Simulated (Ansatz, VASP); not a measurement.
# TePb in VASP and in Ansatz

```
Pb Te
1.0
     4.00229    0.00000    0.00000
     0.00000    4.00229    0.00000
     0.00000    0.00000    4.00229
Pb Te
1 1
Direct
  0.00000 0.00000 0.00000
  0.50000 0.50000 0.50000
```

Alike in both runs: task single point; functional B3LYP; k mesh 4 × 4 × 4; occupations fermi-dirac, width 0.05 eV; no spin polarisation.

|  | VASP | Ansatz |
| --- | --- | --- |
| version | VASP 6.6.1 | Ansatz 0.2.0 |
| potentials or method | VASP PAW PBE potentials, release 64 (Pb_d, Te) | Ansatz PAW |
| plane-wave cutoff (eV) | 520 | 420 |
| valence electrons in the cell | 20 | 30 |

Ansatz gave:

```
gap on the k mesh at the Fermi level (eV) : none
pressure (GPa)                            : 2.9
```

Task: What did VASP give for the same quantities?

Result: gap on the k mesh at the Fermi level (eV): none; pressure (GPa): 2.8.

VASP's potentials were made for PBE, not for B3LYP. A gap of «none» marks a metal or a gap that the smearing closes. The functional is the same, so the differences come from potentials, cutoffs and numerics. VASP's potentials hold 20 valence electrons a cell and Ansatz's 30, so a difference there can come from the potentials and not from the codes.

The k mesh is coarse, so the values compare programs but aren't converged. Neither program's run includes spin-orbit coupling.
